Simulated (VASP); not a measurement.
Wanted: the native input for a VASP 6.6.1 run.

| Quantity | Value |
| --- | --- |
| Task | electric field gradients |
| Functional | LDA |
| Potentials or basis | VASP PAW LDA potentials, release 64 (La) |
| Cutoff | 520 eV |
| k mesh | 11 × 11 × 11 |
| Occupations | fermi-dirac, width 0.03 eV |
| Spin | no spin polarisation |
| Dipole correction | no |
| Further INCAR settings | ALGO = Normal; EDIFF = 1e-08; NBANDS = 12 |

The structure of La lies in POSCAR:

```
La
1.0
   -2.1378965873      2.1378965873      2.1378965873
    2.1378965873     -2.1378965873      2.1378965873
    2.1378965873      2.1378965873     -2.1378965873
La
1
Direct
    0.0000000000      0.0000000000      0.0000000000
```

This cell differs from its parent crystal: volume scaled by 1.02.

These files were run (other wordings do the same):

INCAR

```
  PREC = Accurate
  ENCUT = 520
  EDIFF = 1E-8
  ISMEAR = -1
  SIGMA = 0.03
  LREAL = F
  LASPH = T
  NELM = 100
  ALGO = Normal
  ISIF = 2
  LWAVE = F
  LCHARG = F
  GGA = CA
  LEFG = T
  NBANDS = 12
```

KPOINTS

```
regular mesh
0
Gamma
  11 11 11
```

Potentials or basis: VASP PAW LDA potentials, release 64 (La).

Launch:

```bash
$ cat potpaw_LDA.64/La/POTCAR > POTCAR
$ mpirun -np 1 vasp_std > vasp.out
```

Results of the run:

* Pressure: -4.0 GPa

Caveat: without QUAD_EFG the Cq values of the log hold for a quadrupole moment of 1 mb, not for the nuclei.

Run time: 32 s on 1 thread of Intel(R) Xeon(R) Platinum 8375C CPU @ 2.90GHz (Ice Lake), with other jobs on the host, peak memory 0.16 GiB.
